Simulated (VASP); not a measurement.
# CsH2 (P4_2/mnm) in VASP: notebook, part 2 of 4

VASP 6.6.1. The steps go on from the part before.

### 3 Single point, PBE

This run uses another cell than the first one, of 31.17 Å³/atom.

Contents of INCAR:

```
PREC = Accurate ; ENCUT = 520
EDIFF = 1E-7 ; ISMEAR = 0
SIGMA = 0.1 ; LREAL = False
LASPH = True ; NELM = 80
ALGO = Normal ; ISIF = 2
LWAVE = False ; LCHARG = False
GGA = PE ; NBANDS = 20
```

Contents of KPOINTS:

```
regular mesh
0
Gamma
  4 4 6
```

Contents of POSCAR:

```
CsH2
1.0
    6.3418835352      0.0000000000      0.0000000000
    0.0000000000      6.3418835352      0.0000000000
    0.0000000000      0.0000000000      4.6506077758
Cs H
2 4
Direct
    0.0000000000      0.0000000000      0.0000000000
    0.5000000000      0.5000000000      0.5000000000
    0.3106143357      0.3106143357      0.0000000000
    0.1893856643      0.8106143357      0.5000000000
    0.6893856643      0.6893856643      0.0000000000
    0.8106143357      0.1893856643      0.5000000000
```

Potentials or basis: VASP PAW PBE potentials, release 64 (Cs_sv, H).

The run is started by

```
$ cat potpaw_PBE.64/Cs_sv/POTCAR potpaw_PBE.64/H/POTCAR > POTCAR
$ mpirun -np 1 vasp_std > vasp.out
```

OUTCAR:

```text
PREC = Accurate
   ENCUT = 520
   EDIFF = 1E-7
   ISMEAR = 0
   LREAL = False
   LASPH = True
   NELM = 80
   ISIF = 2
   GGA = PE

 ion  position               nearest neighbor table
   1  0.000  0.000  0.000-
   2  0.500  0.500  0.500-
   3  0.311  0.311  0.000-
   4  0.189  0.811  0.500-
   5  0.689  0.689  0.000-
   6  0.811  0.189  0.500-

  LATTYP: Found a simple tetragonal cell.
 ALAT       =     6.3418835352
 C/A-ratio  =     0.7333164903

  Lattice vectors:

 A1 = (   6.3418835352,   0.0000000000,   0.0000000000)
 A2 = (   0.0000000000,   6.3418835352,   0.0000000000)
 A3 = (   0.0000000000,   0.0000000000,   4.6506077758)

Analysis of symmetry for initial positions (statically):
=====================================================================
 Subroutine PRICEL returns:
 Original cell was already a primitive cell.

 Routine SETGRP: Setting up the symmetry group for a
 simple tetragonal supercell.

 Subroutine GETGRP returns: Found 16 space group operations
 (whereof  8 operations were pure point group operations)
 out of a pool of 16 trial point group operations.

The static configuration has the point symmetry D_2h.
 The point group associated with its full space group is D_4h.

Analysis of symmetry for dynamics (positions and initial velocities):
=====================================================================
 Subroutine PRICEL returns:
 Original cell was already a primitive cell.

 Routine SETGRP: Setting up the symmetry group for a
 simple tetragonal supercell.

 Subroutine GETGRP returns: Found 16 space group operations
 (whereof  8 operations were pure point group operations)
 out of a pool of 16 trial point group operations.

The dynamic configuration has the point symmetry D_2h.
 The point group associated with its full space group is D_4h.

 Subroutine INISYM returns: Found 16 space group operations
 (whereof  8 operations are pure point group operations),
 and found     1 'primitive' translations

----------------------------------------------------------------------------------------

                                     Primitive cell

  volume of cell :     187.0451

  direct lattice vectors                    reciprocal lattice vectors
     6.341883535  0.000000000  0.000000000     0.157681861  0.000000000  0.000000000
     0.000000000  6.341883535  0.000000000     0.000000000  0.157681861  0.000000000
     0.000000000  0.000000000  4.650607776     0.000000000  0.000000000  0.215025659

  length of vectors
     6.341883535  6.341883535  4.650607776     0.157681861  0.157681861  0.215025659

  position of ions in fractional coordinates (direct lattice)
     0.000000000  0.000000000  0.000000000
     0.500000000  0.500000000  0.500000000
     0.310614336  0.310614336  0.000000000
     0.189385664  0.810614336  0.500000000
     0.689385664  0.689385664  0.000000000
     0.810614336  0.189385664  0.500000000

  ion indices of the primitive-cell ions
[... 27 lines left out ...]
     0.000000000  0.000000000  0.000000000

 Subroutine IBZKPT returns following result:
 ===========================================

 Found     24 irreducible k-points:

 Following reciprocal coordinates:
            Coordinates               Weight
  0.000000  0.000000  0.000000      1.000000
  0.250000  0.000000  0.000000      4.000000
  0.500000  0.000000  0.000000      2.000000
  0.250000  0.250000  0.000000      4.000000
  0.500000  0.250000  0.000000      4.000000
  0.500000  0.500000  0.000000      1.000000
[... 16 lines left out ...]
  0.500000  0.250000  0.500000      4.000000
  0.500000  0.500000  0.500000      1.000000
   k-points           NKPTS =     24   k-points in BZ     NKDIM =     24   number of bands    NBANDS=     20
   number of dos      NEDOS =    301   number of ions     NIONS =      6
   total plane-waves  NPLWV =  82944
   dimension x,y,z NGX =    48 NGY =   48 NGZ =   36
   dimension x,y,z NGXF=    96 NGYF=   96 NGZF=   72
   ions per type =               2   4
   NGX,Y,Z   is equivalent  to a cutoff of  12.58, 12.58, 12.87 a.u.
   NGXF,Y,Z  is equivalent  to a cutoff of  25.17, 25.17, 25.74 a.u.
 SYSTEM =  unknown system
   PREC   = accura    normal or accurate (medium, high low for compatibility)
   ISTART =      0    job   : 0-new  1-cont  2-samecut
   ICHARG =      2    charge: 1-file 2-atom 10-const
   ISPIN  =      1    spin polarized calculation?
   LNONCOLLINEAR =      F non collinear calculations
   LSORBIT =      F    spin-orbit coupling
   LASPH  =      T    aspherical Exc in radial PAW
   ENCUT  =  520.0 eV  38.22 Ry    6.18 a.u.  11.79 11.79  8.65*2*pi/ulx,y,z
   NELM   =     80;   NELMIN=  2; NELMDL= -5     # of ELM steps
   EDIFF  = 0.1E-06   stopping-criterion for ELM
   LREAL  =      F    real-space projection
   EDIFFG = 0.1E-05   stopping-criterion for IOM
   NSW    =      0    number of steps for IOM
   IBRION =     -1    ionic relax: 0-MD 1-quasi-New 2-CG
   NFREE  =      0    steps in history (QN), initial steepest desc. (CG)
   ISIF   =      2    stress and relaxation
   ISYM   =      2    0-nonsym 1-usesym 2-fastsym
   POTIM  = 0.5000    time-step for ionic-motion
   TEBEG  =    0.0;   TEEND  =   0.0 temperature during run
   PSTRESS=    0.0 pullay stress
   NELECT =      22.0000    total number of electrons
   NUPDOWN=      -1.0000    fix difference up-down
   EMIN   =  10.00;   EMAX   =-10.00  energy-range for DOS
   EFERMI =   0.00;   METHOD = LEGACY
   ISMEAR =     0;   SIGMA  =   0.10  broadening in eV -4-tet -1-fermi 0-gaus
   EFERMI_NEDOS =   21; number of points for ismear=-14 and -15
   IALGO  =     38    algorithm
   IMIX   =      4    mixing-type and parameters
     AMIX     =   0.40;   BMIX     =  1.00
     AMIX_MAG =   1.60;   BMIX_MAG =  1.00
  volume/ion in A,a.u.               =      31.17       210.37
  Fermi-wavevector in a.u.,A,eV,Ry     =   0.802109  1.515767  8.753711  0.643380
  Thomas-Fermi vector in A             =   1.909724
   LORBIT       =      0    0 simple, 1 ext, 2 COOP (PROOUT), +10 PAW based schemes
   GGA     = PE    functional components
   LHFCALC =     F    Hartree Fock is set to
   AEXX    =    0.0000 exact exchange contribution
   IVDW    =     0    specifies the selected vdW correction
   LEPSILON=     F    determine dielectric tensor
   LRPA    =     F    only Hartree local field effects (RPA)
 non-spin polarized calculation
 Gauss-broadening in eV      SIGMA  =   0.10
  energy-cutoff  :      520.00
  volume of cell :      187.05
 maximum number of plane-waves:      5085
 NGX is ok and might be reduce to    48
   NGX = 23   NGY = 23   NGZ = 17

 number of electron      21.9999996 magnetization

 Free energy of the ion-electron system (eV)
  ---------------------------------------------------
  ext. energy  EPLUGINS =         0.00000000
  ---------------------------------------------------
  free energy    TOTEN  =       -10.84091454 eV

  energy without entropy =      -10.79563356  energy(sigma->0) =      -10.81827405

 E-fermi :  -2.0488     XC(G=0):  -6.1687

 val. band max:       -2.0872355555   @ k =   0.5000   0.2500   0.3333
 cond. band min:      -2.0164905999   @ k =   0.2500   0.0000   0.3333
 fundamental gap:      0.0707449556
 Fermi energy:        -2.0487937921

 k-point     1 :       0.0000    0.0000    0.0000
  band No.  band energies     occupation
      1     -22.2967      2.00000
      2     -22.2657      2.00000
      3      -9.3823      2.00000
      4      -9.3823      2.00000
      5      -9.0428      2.00000
      6      -9.0428      2.00000
[... 541 lines left out ...]
     19       6.1197      0.00000
     20       6.1197      0.00000

------------------------ aborting loop because EDIFF is reached ----------------------------------------

  FORCE on cell =-STRESS in cart. coord.  units (eV):
  Direction    XX          YY          ZZ          XY          YZ          ZX
  --------------------------------------------------------------------------------------
  -------------------------------------------------------------------------------------
  Total       -0.0456787     -0.0456787      0.0831450      0.0000000      0.0000000      0.0000000
  in kB       -0.3912710     -0.3912710      0.7121972      0.0000000      0.0000000      0.0000000
  external PRESSURE =      -0.0234482 kB  Pullay stress =       0.0000000 kB

 VOLUME and BASIS-vectors are now :
 -----------------------------------------------------------------------------
  energy-cutoff  :      520.00
  volume of cell :      187.05
      direct lattice vectors                 reciprocal lattice vectors
     6.341883535  0.000000000  0.000000000     0.157681861  0.000000000  0.000000000
     0.000000000  6.341883535  0.000000000     0.000000000  0.157681861  0.000000000
     0.000000000  0.000000000  4.650607776     0.000000000  0.000000000  0.215025659

 POSITION                                       TOTAL-FORCE (eV/Angst)
 -----------------------------------------------------------------------------------
      0.00000      0.00000      0.00000        -0.000000     -0.000000      0.000000
      3.17094      3.17094      2.32530        -0.000000     -0.000000      0.000000
      1.96988      1.96988      0.00000         0.002170      0.002170     -0.000000
      1.20106      5.14082      2.32530        -0.002170      0.002170     -0.000000
      4.37200      4.37200      0.00000        -0.002170     -0.002170      0.000000
      5.14082      1.20106      2.32530         0.002170     -0.002170      0.000000
 -----------------------------------------------------------------------------------
    total drift:                                0.000000     -0.000000     -0.000000

  FREE ENERGIE OF THE ION-ELECTRON SYSTEM (eV)
  ---------------------------------------------------
  free  energy   TOTEN  =       -10.8409145443 eV

  energy  without entropy=      -10.7956335559  energy(sigma->0) =      -10.81827405
```

OSZICAR:

```text
N       E                     dE             d eps       ncg     rms          rms(c)
DAV:   1     0.123864105571E+03    0.12386E+03   -0.79084E+03   960   0.855E+02
DAV:   2     0.390841275382E+01   -0.11996E+03   -0.11547E+03  1260   0.146E+02
DAV:   3    -0.113358660077E+02   -0.15244E+02   -0.15079E+02  1148   0.583E+01
DAV:   4    -0.115893916267E+02   -0.25353E+00   -0.25332E+00  1220   0.863E+00
DAV:   5    -0.115912148383E+02   -0.18232E-02   -0.18232E-02  1196   0.718E-01    0.406E+00
DAV:   6    -0.109361855673E+02    0.65503E+00   -0.60404E-01  1088   0.270E+00    0.195E+00
DAV:   7    -0.107992554997E+02    0.13693E+00   -0.80019E-01  1100   0.286E+00    0.569E-01
DAV:   8    -0.108405841289E+02   -0.41329E-01   -0.79169E-02  1032   0.122E+00    0.221E-01
DAV:   9    -0.108398576224E+02    0.72651E-03   -0.58720E-03  1312   0.346E-01    0.596E-02
DAV:  10    -0.108408699175E+02   -0.10123E-02   -0.18280E-03  1044   0.199E-01    0.247E-02
DAV:  11    -0.108408910683E+02   -0.21151E-04   -0.16579E-04  1252   0.539E-02    0.131E-02
DAV:  12    -0.108409135943E+02   -0.22526E-04   -0.40502E-05  1048   0.344E-02    0.191E-03
DAV:  13    -0.108409143554E+02   -0.76113E-06   -0.66610E-07  1236   0.386E-03    0.587E-04
DAV:  14    -0.108409146102E+02   -0.25479E-06   -0.19661E-07   880   0.222E-03    0.327E-04
DAV:  15    -0.108409145443E+02    0.65832E-07   -0.13815E-08   772   0.711E-04
   1 F= -.10840915E+02 E0= -.10818274E+02  d E =-.452810E-01
```

Wall time 54 s (1 thread of Intel Xeon 6975P-C (Granite Rapids), shared host); peak memory 0.29 GiB.

Results:

```yaml
Free_energy: -10.8409 eV
Pressure: 0.0 GPa
Largest_force: 0.003 eV/Å
Band_gap_on_the_k_mesh: zero (bands 11 and 12 overlap by 0.64 eV)
```

Forces on the atoms (eV/Å):
```
Cs   0.000  0.000  0.000
Cs   0.000  0.000  0.000
H    0.002  0.002  0.000
H   -0.002  0.002  0.000
H   -0.002 -0.002  0.000
H    0.002 -0.002  0.000
```

Levels at points of the mesh, in eV from the Fermi level:
```csv
k point,band 9,band 10,band 11,band 12,band 13,band 14
"(0.00, 0.00, 0.00)",-1.55,-0.81,0.36,0.36,3.73,4.67
"(0.50, 0.00, 0.00)",-0.75,-0.75,-0.18,-0.18,4.81,4.81
"(0.50, 0.50, 0.00)",-1.04,-1.04,0.23,0.23,5.20,5.20
"(0.00, 0.00, 0.50)",-0.29,-0.29,-0.28,-0.28,5.25,5.25
"(0.50, 0.00, 0.50)",-0.81,-0.81,0.31,0.31,4.10,4.10
"(0.50, 0.50, 0.50)",-0.38,-0.38,-0.12,-0.12,4.44,4.44
```

Caveat: spin-orbit coupling is left out, which moves the levels of the heavy elements.

(Continued in part 3 of 4.)
